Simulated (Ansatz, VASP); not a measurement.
## Two plane-wave programs on LuH2

```
CELL_PARAMETERS angstrom
0.00000 2.45331 2.45331
2.45331 0.00000 2.45331
2.45331 2.45331 0.00000
ATOMIC_POSITIONS crystal
Lu 0.00000 0.00000 0.00000
H 0.25000 0.25000 0.25000
H 0.75000 0.75000 0.75000
```

Alike in both runs: functional PBEsol; dispersion D3(BJ); k mesh 14 × 14 × 14; occupations gaussian, width 0.1 eV; no spin polarisation.

Ansatz relaxed the structure, and its values are those at the end. VASP's run is a single point on that final structure, the one shown.

|  | VASP | Ansatz |
| --- | --- | --- |
| version | VASP 6.6.1 | Ansatz 0.2.0 |
| potentials or method | VASP PAW PBE potentials, release 64 (Lu, H), cutoff 520 eV | scalar-relativistic, plane waves, PAW |
| valence electrons in the cell | 27 | 27 |

VASP gave:

* gap on the k mesh at the Fermi level (eV): none
* pressure (GPa): 0.4

Task: Estimate Ansatz's values.

Result: gap on the k mesh at the Fermi level (eV): none; pressure (GPa): 0.0.

VASP's potentials were made for PBE, not for PBEsol. A gap of «none» marks a metal or a gap that the smearing closes.

Neither program's run includes spin-orbit coupling.
